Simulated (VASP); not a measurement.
Write the native input for VASP 6.6.1 that does the following.

| Quantity | Value |
| --- | --- |
| Task | single point |
| Functional | PBEsol |
| Potentials or basis | VASP PAW PBE potentials, release 64 (Sc_sv) |
| Cutoff | 520 eV |
| k mesh | 20 × 20 × 20 |
| Occupations | gaussian, width 0.15 eV |
| Spin | no spin polarisation |
| Dipole correction | no |
| Further INCAR settings | ALGO = Fast; EDIFF = 1e-06; NBANDS = 12 |

The structure of Sc lies in POSCAR:

```
Sc
1.0
    0.0000000000      2.6211007861      1.7037155110
    2.6211007861      0.0000000000      1.7037155110
    2.6211007861      2.6211007861      0.0000000000
Sc
1
Direct
    0.0000000000      0.0000000000      0.0000000000
```

This cell differs from its parent crystal: ratio of the length along z to the lengths across it x 0.65, volume and fractional coordinates fixed.

One way to write it, as run:

INCAR

```
ALGO = Fast ; EDIFF = 1E-6
ENCUT = 520 ; GGA = PS
ISIF = 2 ; ISMEAR = 0
LASPH = T ; LCHARG = F
LREAL = F ; LWAVE = F
NBANDS = 12 ; NELM = 100
PREC = Accurate ; SIGMA = 0.15
```

KPOINTS

```
k-points
0
Gamma
  20 20 20
```

Potentials or basis: VASP PAW PBE potentials, release 64 (Sc_sv).

The run is started by

```bash
$ cat potpaw_PBE.64/Sc_sv/POTCAR > POTCAR
$ mpirun -np 1 vasp_std > vasp.out
```

It gave:

```json
{
 "Pressure": "1.1 GPa"
}
```

Caveat: the PAW data sets were made with another functional, which shifts forces and pressure a little.

Run time: 4.1 min on 1 thread of AMD EPYC 7R43 64-Core Processor (Zen 3), with other jobs on the host, peak memory 0.25 GiB.
